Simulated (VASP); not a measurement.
# B5P in VASP: further runs, part 2 of 2

VASP 6.6.1. The steps go on from the part before.

## 5. Single point, PBE

This run uses another cell than the first one, of 8.39 Å³/atom, 1.089 times its volume.

Contents of INCAR:

```
SYSTEM = B5P
PREC = Accurate
ENCUT = 500
EDIFF = 1E-6
ISMEAR = 0
SIGMA = 0.2
LREAL = .False.
LASPH = .True.
NELM = 120
ALGO = Normal
ISIF = 2
LWAVE = .False.
LCHARG = .False.
GGA = PE
NBANDS = 19
GGA_COMPAT = .False.
```

Contents of KPOINTS:

```
Automatic mesh
0
Gamma
  6 6 3
  0 0 0
```

Contents of POSCAR:

```
B5P
1.0
    2.8928119556      0.0000000025      0.0000000000
   -1.4464059800      2.5052486407      0.0000000000
    0.0000000000      0.0000000000      6.9465610358
B P
5 1
Direct
    0.3333333333      0.6666666667      0.6869318486
    0.3333333333      0.6666666667      0.3130681514
    0.6666666667      0.3333333333      0.3130681514
    0.6666666667      0.3333333333      0.6869318486
    0.0000000000      0.0000000000      0.5000000000
    0.0000000000      0.0000000000      0.0000000000
```

Potentials or basis: VASP PAW PBE potentials, release 64 (B, P).

Run with:

```bash
$ cat potpaw_PBE.64/B/POTCAR potpaw_PBE.64/P/POTCAR > POTCAR
$ mpirun -np 1 vasp_std > vasp.out
```

OUTCAR:

```text
SYSTEM = B5P
   PREC = Accurate
   ENCUT = 500
   EDIFF = 1E-6
   ISMEAR = 0
   LREAL = .False.
   LASPH = .True.
   NELM = 120
   ISIF = 2
   GGA = PE

 ion  position               nearest neighbor table
   1  0.333  0.667  0.687-   4 1.67   4 1.67   4 1.67   5 2.12   5 2.12   5 2.12
   2  0.333  0.667  0.313-   3 1.67   3 1.67   3 1.67   5 2.12   5 2.12   5 2.12
   3  0.667  0.333  0.313-   2 1.67   2 1.67   2 1.67   5 2.12   5 2.12   5 2.12
   4  0.667  0.333  0.687-   1 1.67   1 1.67   1 1.67   5 2.12   5 2.12   5 2.12
   5  0.000  0.000  0.500-   1 2.12   2 2.12   3 2.12   4 2.12   3 2.12   4 2.12   1 2.12   2 2.12
                             3 2.12   4 2.12   1 2.12   2 2.12
   6  0.000  0.000  0.000-
[... 504 lines left out ...]
  Total        0.0162672      0.0162672      0.1338839     -0.0000000      0.0000000      0.0000000
  in kB        0.5177064      0.5177064      4.2608661     -0.0000000      0.0000000      0.0000000
  external PRESSURE =       1.7654263 kB  Pullay stress =       0.0000000 kB

 VOLUME and BASIS-vectors are now :
 -----------------------------------------------------------------------------
  energy-cutoff  :      500.00
  volume of cell :       50.34
      direct lattice vectors                 reciprocal lattice vectors
     2.892811956  0.000000003  0.000000000     0.345684412  0.199580989  0.000000000
    -1.446405980  2.505248641  0.000000000    -0.000000000  0.399161977  0.000000000
     0.000000000  0.000000000  6.946561036     0.000000000  0.000000000  0.143956124

 POSITION                                       TOTAL-FORCE (eV/Angst)
 -----------------------------------------------------------------------------------
     -0.00000      1.67017      4.77181        -0.000000      0.000000      0.005611
     -0.00000      1.67017      2.17475         0.000000      0.000000     -0.005611
      1.44641      0.83508      2.17475         0.000000     -0.000000     -0.005611
      1.44641      0.83508      4.77181         0.000000     -0.000000      0.005611
      0.00000      0.00000      3.47328        -0.000000     -0.000000      0.000000
      0.00000      0.00000      0.00000        -0.000000     -0.000000      0.000000
 -----------------------------------------------------------------------------------
    total drift:                               -0.000000      0.000000      0.000000

  FREE ENERGIE OF THE ION-ELECTRON SYSTEM (eV)
  ---------------------------------------------------
  free  energy   TOTEN  =       -33.5208404788 eV

  energy  without entropy=      -33.4990569905  energy(sigma->0) =      -33.50994873
```

stdout:

```text
POSCAR found type information on POSCAR B P
 POSCAR found :  2 types and       6 ions
 scaLAPACK will be used
 LDA part: xc-table for (Slater+PW92), standard interpolation
 POSCAR, INCAR and KPOINTS ok, starting setup
 FFT: planning ... GRIDC
 FFT: planning ... GRID_SOFT
 FFT: planning ... GRID
 WAVECAR not read
 entering main loop
```

It took 25 s on 1 thread of Intel Xeon 8259CL, shared host; peak memory 0.17 GiB.

Results:

```
Free energy            : -33.5208 eV
Pressure               : 0.2 GPa
Largest force          : 0.006 eV/Å
Band gap on the k mesh : zero (band 10 reaches 9.35 eV, above the bottom of band 11 at 6.28 eV)
```

Forces on the atoms (eV/Å):
```
B    0.000  0.000  0.006
B    0.000  0.000 -0.006
B    0.000  0.000 -0.006
B    0.000  0.000  0.006
B    0.000  0.000  0.000
P    0.000  0.000  0.000
```

Stress tensor (GPa, compression positive):
```
0.05 0.00 0.00
0.00 0.05 0.00
0.00 0.00 0.43
```

Caveat: the k points lie up to 0.42 Å⁻¹ apart.

## 6. Single point, PBE

This run uses another cell than the first one, of 8.25 Å³/atom, 1.071 times its volume.

Contents of INCAR:

```
PREC = Accurate ; ENCUT = 500
EDIFF = 1E-6 ; ISMEAR = 0
SIGMA = 0.2 ; LREAL = F
LASPH = T ; NELM = 120
ALGO = Normal ; ISIF = 2
LWAVE = F ; LCHARG = T
GGA = PE ; LELF = T
LVHAR = T ; NBANDS = 19
GGA_COMPAT = F
```

Contents of KPOINTS:

```
Automatic mesh
0
Gamma
  5 5 4
```

Contents of POSCAR:

```
B5P
1.0
    3.5127829258      0.0000000000      0.0000000000
   -1.7563914629      3.0421592518      0.0000000000
    0.0000000000      0.0000000000      4.6343936391
B P
5 1
Direct
    0.3333333333      0.6666666667      0.5000000000
    0.0000000000      0.5000059721      0.0000000000
    0.5000059721      0.0000000000      0.0000000000
    0.4999940279      0.4999940279      0.0000000000
    0.6666666667      0.3333333333      0.5000000000
    0.0000000000      0.0000000000      0.5000000000
```

Potentials or basis: VASP PAW PBE potentials, release 64 (B, P).

Run with:

```bash
$ cat potpaw_PBE.64/B/POTCAR potpaw_PBE.64/P/POTCAR > POTCAR
$ mpirun -np 1 vasp_std > vasp.out
```

OUTCAR:

```text
PREC = Accurate
   ENCUT = 500
   EDIFF = 1E-6
   ISMEAR = 0
   LREAL = F
   LASPH = T
   NELM = 120
   ISIF = 2
   GGA = PE

 ion  position               nearest neighbor table
   1  0.333  0.667  0.500-   6 2.03   5 2.03   5 2.03   6 2.03   6 2.03   5 2.03
   2  0.000  0.500  0.000-   4 1.76   4 1.76   3 1.76   3 1.76
   3  0.500  0.000  0.000-   4 1.76   2 1.76   4 1.76   2 1.76
   4  0.500  0.500  0.000-   2 1.76   2 1.76   3 1.76   3 1.76
   5  0.667  0.333  0.500-   1 2.03   6 2.03   1 2.03   6 2.03   6 2.03   1 2.03
   6  0.000  0.000  0.500-   1 2.03   5 2.03   5 2.03   1 2.03   5 2.03   1 2.03

  LATTYP: Found a hexagonal cell.
[... 525 lines left out ...]
  Total       -0.1045677     -0.1045677      0.0836310      0.0000000      0.0000000      0.0000000
  in kB       -3.3828454     -3.3828454      2.7055255      0.0000000      0.0000000      0.0000000
  external PRESSURE =      -1.3533884 kB  Pullay stress =       0.0000000 kB

 VOLUME and BASIS-vectors are now :
 -----------------------------------------------------------------------------
  energy-cutoff  :      500.00
  volume of cell :       49.53
      direct lattice vectors                 reciprocal lattice vectors
     3.512782926  0.000000000  0.000000000     0.284674579  0.164356945  0.000000000
    -1.756391463  3.042159252  0.000000000     0.000000000  0.328713889  0.000000000
     0.000000000  0.000000000  4.634393639     0.000000000  0.000000000  0.215777959

 POSITION                                       TOTAL-FORCE (eV/Angst)
 -----------------------------------------------------------------------------------
     -0.00000      2.02811      2.31720         0.000000      0.000000     -0.000000
     -0.87821      1.52110      0.00000         0.000049     -0.000085     -0.000000
      1.75641      0.00000      0.00000        -0.000098      0.000000     -0.000000
      0.87819      1.52106      0.00000         0.000049      0.000085      0.000000
      1.75639      1.01405      2.31720         0.000000      0.000000     -0.000000
      0.00000      0.00000      2.31720         0.000000      0.000000     -0.000000
 -----------------------------------------------------------------------------------
    total drift:                                0.000000      0.000000      0.000000

  FREE ENERGIE OF THE ION-ELECTRON SYSTEM (eV)
  ---------------------------------------------------
  free  energy   TOTEN  =       -31.4403957696 eV

  energy  without entropy=      -31.4103289277  energy(sigma->0) =      -31.42536235
```

It took 31 s on 1 thread of Intel Xeon 8259CL, shared host; peak memory 0.16 GiB.

Results:

* Free energy: -31.4404 eV
* Pressure: -0.1 GPa
* Band gap on the k mesh: zero (band 10 reaches 8.26 eV, above the bottom of band 11 at 6.17 eV)

Levels at points of the mesh, in eV from the Fermi level:
```
           k point  band 8  band 9  band 10  band 11  band 12  band 13
(0.00, 0.00, 0.00)   -4.11   -0.89    -0.89    -0.20     2.46     2.71
(0.00, 0.00, 0.50)   -3.30   -3.21    -1.84    -1.84     0.35     1.62
```

Caveat: the k points lie up to 0.41 Å⁻¹ apart.

## 7. Overview

```csv
cell,k mesh,gap on the mesh (eV),pressure (GPa),largest force (eV/Å)
"a = 4.335, b = 4.335, c = 2.840 Å, angles 90.0, 90.0, 120.0°, 6 atoms",4 × 4 × 4,none,-0.3,-
"a = 3.321, b = 3.321, c = 6.053 Å, angles 90.0, 90.0, 120.0°, 6 atoms",5 × 5 × 3,none,0.0,0.02
"a = 3.649, b = 3.649, c = 3.867 Å, angles 90.0, 90.0, 120.0°, 6 atoms",5 × 5 × 4,none,0.0,0.01
"a = 2.893, b = 2.893, c = 6.947 Å, angles 90.0, 90.0, 120.0°, 6 atoms",6 × 6 × 3,none,0.2,0.01
"a = 3.513, b = 3.513, c = 4.634 Å, angles 90.0, 90.0, 120.0°, 6 atoms",5 × 5 × 4,none,-0.1,-
```

Alike in all rows: task single point; level PBE; potentials or basis VASP PAW PBE potentials, release 64 (B, P); no spin polarisation; cutoff (eV) 500; smearing gaussian 0.2 eV.

Caveats: all runs use coarse meshes.

Absolute energies hang on the potentials; compare differences alone.
